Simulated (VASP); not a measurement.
Input of a VASP 6.6.1 run:

INCAR

```
SYSTEM = ScSiTe3
PREC     = Accurate       ! precision mode
ENCUT    = 600            ! plane-wave cutoff, eV
EDIFF    = 1E-7           ! SCF threshold, eV
ISMEAR   = 0              ! smearing method
SIGMA    = 0.1            ! smearing width, eV
LREAL    = .FALSE.        ! projectors in reciprocal space
LASPH    = .TRUE.         ! aspherical terms in the spheres
NELM     = 80             ! most SCF steps
ALGO     = Normal         ! electronic algorithm
ISIF     = 3              ! what is computed and relaxed
LWAVE    = .FALSE.        ! write WAVECAR
LCHARG   = .FALSE.        ! write CHGCAR
GGA      = PE             ! functional
IBRION   = 2              ! ionic algorithm
NSW      = 90             ! ionic steps
EDIFFG   = -0.04          ! ionic threshold
```

File KPOINTS:

```
regular mesh
0
G
  4 4 4
  0 0 0
```

POSCAR

```
ScSiTe3
1.0
    4.6929262700      0.0000000000      0.0000000000
    0.0000000000      4.6929262700      0.0000000000
    0.0000000000      0.0000000000      6.1785786800
Sc Si Te
1 1 3
Direct
    0.5000000000      0.5000000000      0.6952151100
    0.0000000000      0.0000000000      0.9733234000
    0.5000000000      0.0000000000      0.1952777100
    0.0000000000      0.5000000000      0.1952777100
    0.0000000000      0.0000000000      0.5491080900
```

Potentials or basis: VASP PAW PBE potentials, release 64 (Sc_sv, Si, Te).

The run is started by

```sh
$ cat potpaw_PBE.64/Sc_sv/POTCAR potpaw_PBE.64/Si/POTCAR potpaw_PBE.64/Te/POTCAR > POTCAR
$ mpirun -np 1 vasp_std > vasp.out
```

Estimate the band gap on the k mesh.

zero (an odd number of electrons rules out a gap without spin polarisation).

What does it give for the relaxed volume?

32.73 Å³/atom.

What does it give for the relaxed cell?

a = 5.038 Å, b = 5.038 Å, c = 6.448 Å, α = 90.00°, β = 90.00°, γ = 90.00°.

Step by step:
```csv
step,energy change (eV),largest force (eV/Å),pressure (GPa),volume (Å³)
1,0.0000,1.8173,2.66,136.07
2,-0.3374,1.2506,-0.51,145.16
3,-0.5189,1.1879,-3.13,158.20
4,-0.7830,1.2288,-2.42,156.43
5,-1.1137,1.9737,0.93,151.73
6,-1.3091,1.2679,0.82,152.37
7,-1.3501,1.4212,0.88,152.89
8,-1.5235,1.5003,-0.26,156.04
9,-1.7102,1.4482,-2.06,162.68
10,-1.7448,1.3201,-2.67,165.75
11,-1.8650,1.0834,-2.14,164.10
12,-2.0812,0.8055,0.11,159.10
13,-2.0879,0.8278,1.15,157.28
14,-2.0909,0.8281,0.80,157.87
15,-2.1453,0.6550,0.56,159.12
16,-2.2095,0.6454,0.39,161.59
17,-2.3479,0.7784,0.91,166.55
18,-2.4486,0.8638,0.72,169.26
19,-2.5750,0.9862,0.62,177.13
20,-2.6445,0.9762,-0.12,178.85
21,-2.6844,0.9079,-1.14,181.70
22,-2.7474,0.9028,-0.99,179.73
23,-2.8993,1.0528,-0.55,173.85
24,-2.8361,1.5082,0.97,162.11
25,-2.9570,1.2356,-0.19,169.65
26,-3.0414,0.4173,0.02,167.29
27,-3.0478,0.6507,0.16,166.46
28,-3.0789,0.4861,-0.14,166.46
29,-3.1015,0.2023,-0.59,166.45
30,-3.1082,0.0877,0.41,162.42
31,-3.1097,0.1115,0.10,163.60
32,-3.1113,0.0364,0.03,163.65
```

Caveat: the volume moved by over 15 % at a fixed basis, so the end points are rough; spin-orbit coupling is left out, which moves the levels of the heavy elements.
